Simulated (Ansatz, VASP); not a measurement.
In2O3 in VASP and in Ansatz

```
In O
1.0
     2.76539    1.59660    4.85597
    -2.76539    1.59660    4.85597
     0.00000   -3.19320    4.85597
In O
4 6
Direct
  0.35712 0.35712 0.35712
  0.14288 0.14288 0.14288
  0.64288 0.64288 0.64288
  0.85712 0.85712 0.85712
  0.54665 0.95335 0.25000
  0.25000 0.54665 0.95335
  0.95335 0.25000 0.54665
  0.45335 0.04665 0.75000
  0.75000 0.45335 0.04665
  0.04665 0.75000 0.45335
```

Alike in both runs: functional r2SCAN; k mesh 5 × 5 × 5; no spin polarisation.

Ansatz relaxed the structure, and its values are those at the end. VASP's run is a single point on that final structure, the one shown.

```csv
,VASP,Ansatz
version,VASP 6.6.1,Ansatz 0.2.0
potentials or method,"VASP PAW PBE potentials, release 64 (In_d, O)","scalar-relativistic, plane waves, PAW"
plane-wave cutoff (eV),520,500
occupations,"gaussian, width 0.01 eV",fixed
valence electrons in the cell,88,88
```

|  | VASP | Ansatz | Ansatz less VASP |
| --- | --- | --- | --- |
| gap on the k mesh at the Fermi level (eV) | 1.74 | 1.73 | -0.009 |
| least direct gap on the mesh (eV) | 1.79 | 1.78 | -0.009 |
| pressure (GPa) | -0.6 | -1.6 | -1.02 |
| rms of the force components (eV/Å) | 0.008 | 0.001 | -0.0073 |

VASP's potentials were made for PBE, not for r2SCAN. Ansatz's warnings: stress scf threshold loose, structure snapped to symmetry.
